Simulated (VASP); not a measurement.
A run of VASP 6.6.1 is set up as follows.

Contents of INCAR:

```
ALGO = Normal ; EDIFF = 1E-6
ENCUT = 520 ; GGA = PE
ISIF = 2 ; ISMEAR = -1
LASPH = True ; LCHARG = True
LELF = True ; LREAL = False
LVHAR = True ; LWAVE = False
NBANDS = 15 ; NELM = 80
PREC = Accurate ; SIGMA = 0.05
```

The input KPOINTS:

```
k-points
0
Gamma
  7 7 7
```

The input POSCAR:

```
BaTe
1.0
    0.0000000000      3.3639132694      3.3639132694
    3.3639132694      0.0000000000      3.3639132694
    3.3639132694      3.3639132694      0.0000000000
Ba Te
1 1
Direct
    0.0000000000      0.0000000000      0.0000000000
    0.5000000000      0.5000000000      0.5000000000
```

Potentials or basis: VASP PAW PBE potentials, release 64 (Ba_sv, Te).

Run with:

```sh
$ cat potpaw_PBE.64/Ba_sv/POTCAR potpaw_PBE.64/Te/POTCAR > POTCAR
$ mpirun -np 1 vasp_std > vasp.out
```

(1) Estimate the pressure.

(2) Predict the band gap on the k mesh.

Results:

(1) 6.3 GPa.

(2) 1.27 eV, indirect (least direct gap 1.65 eV).

Caveat: spin-orbit coupling is left out, which moves the levels of the heavy elements.
